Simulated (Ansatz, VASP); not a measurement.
**Two plane-wave programs on SnS2**

```
Sn S
1.0
     3.63389    0.00000    0.00000
    -1.81694    3.14704    0.00000
     0.00000    0.00000    5.70189
Sn S
1 2
Direct
  0.00000 0.00000 0.00000
  0.33333 0.66667 0.25708
  0.66667 0.33333 0.74292
```

Alike in both runs: functional LDA; k mesh 6 × 6 × 4; no spin polarisation.

Ansatz relaxed the structure, and its values are those at the end. VASP's run is a single point on that final structure, the one shown.

|  | VASP | Ansatz |
| --- | --- | --- |
| version | VASP 6.6.1 | Ansatz 0.2.0 |
| potentials or method | VASP PAW LDA potentials, release 64 (Sn_d, S), cutoff 500 eV | plane waves, PAW |
| occupations | fermi-dirac, width 0.1 eV | fermi-dirac |
| valence electrons in the cell | 26 | 26 |

|  | VASP | Ansatz | Ansatz less VASP |
| --- | --- | --- | --- |
| pressure (GPa) | 0.0 | 0.0 | +0.02 |

LDA's correlation is that of Perdew and Zunger in VASP and of Perdew and Wang (1992) in Ansatz.
